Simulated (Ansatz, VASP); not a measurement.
**Sb: VASP beside Ansatz**

```xyz
2
Lattice="3.1224 0.0000 0.0000 0.0000 4.3475 0.0000 -0.0389 0.0000 4.4059" Properties=species:S:1:pos:R:3 pbc="T T T"
Sb    0.0262    1.0869    1.0625
Sb    3.0573    3.2606    3.3433
```

Alike in both runs: functional PBEsol; k mesh 9 × 6 × 6; occupations fermi-dirac, width 0.05 eV; non-collinear spin, spin-orbit coupling.

```csv
,VASP,Ansatz
version,VASP 6.6.1,Ansatz 0.2.0
potentials or method,"VASP PAW PBE potentials, release 64 (Sb)",Ansatz PAW
plane-wave cutoff (eV),520,420
valence electrons in the cell,10,30
task,single point,band structure
```

VASP gave:

| Item | Value |
| --- | --- |
| pressure (GPa) | -2.1 |
| traceless stress, the component that is largest in VASP (GPa) | -0.15 |
| rms of the force components (eV/Å) | 0.038 |
| net moment per atom (μB) | 0.00 |

**Question.** Estimate Ansatz's values.

**Answer.** Pressure (GPa): -2.2; traceless stress, the component that is largest in VASP (GPa): -0.15; rms of the force components (eV/Å): 0.033; net moment per atom (μB): 0.00.

VASP's potentials were made for PBE, not for PBEsol. Atom by atom the forces differ by 0.006 eV/Å (rms over components). The functional is the same, so the differences come from potentials, cutoffs and numerics. VASP's potentials hold 10 valence electrons a cell and Ansatz's 30, so a difference there can come from the potentials and not from the codes.
